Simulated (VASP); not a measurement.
Write the native input for VASP 6.6.1 that does the following.

```yaml
Task: single point
Functional: PBE
Potentials_or_basis: VASP PAW PBE potentials, release 64 (C)
Cutoff: 600 eV
k_mesh: 12 × 12 × 2
Occupations: gaussian, width 0.1 eV
Spin: no spin polarisation
Dipole_correction: no
Further_INCAR_settings: ALGO = Normal; EDIFF = 1e-06; NBANDS = 21
```

The structure of C lies in POSCAR:

```
C
1.0
    1.2332461097     -2.1360570061      0.0000000000
    1.2332461097      2.1360570061      0.0000000000
    0.0000000000      0.0000000000     12.2664096066
C
6
Direct
    0.1666743790      0.8333256210      0.6711359690
    0.8333256210      0.1666743790      0.6711359690
    0.8333256210      0.1666743790      0.3288640310
    0.1666743790      0.8333256210      0.3288640310
    0.3333193128      0.6666806872      0.0000000000
    0.6666806872      0.3333193128      0.0000000000
```

One way to write it, as run:

INCAR

```
ALGO = Normal
EDIFF = 1E-6
ENCUT = 600
GGA = PE
GGA_COMPAT = F
ISIF = 2
ISMEAR = 0
LASPH = T
LCHARG = F
LREAL = F
LWAVE = F
NBANDS = 21
NELM = 120
PREC = Accurate
SIGMA = 0.1
```

KPOINTS

```
k-points
0
Gamma
  12 12 2
```

Potentials or basis: VASP PAW PBE potentials, release 64 (C).

The run is started by

```sh
$ cat potpaw_PBE.64/C/POTCAR > POTCAR
$ mpirun -np 1 vasp_std > vasp.out
```

It gave:

```json
{"Pressure": "0.1 GPa", "Largest force": "0.006 eV/Å", "Band gap on the k mesh": "zero (band 12 reaches 3.11 eV, above the bottom of band 13 at 3.07 eV)"}
```

Caveat: this functional lacks dispersion, which binds the layers, so the pressure and a relaxed spacing across them are unreliable.

Run time: 96 s on 1 thread of Intel(R) Xeon(R) Platinum 8259CL CPU @ 2.50GHz (Skylake/Cascade Lake) (shared host), peak memory 0.24 GiB.
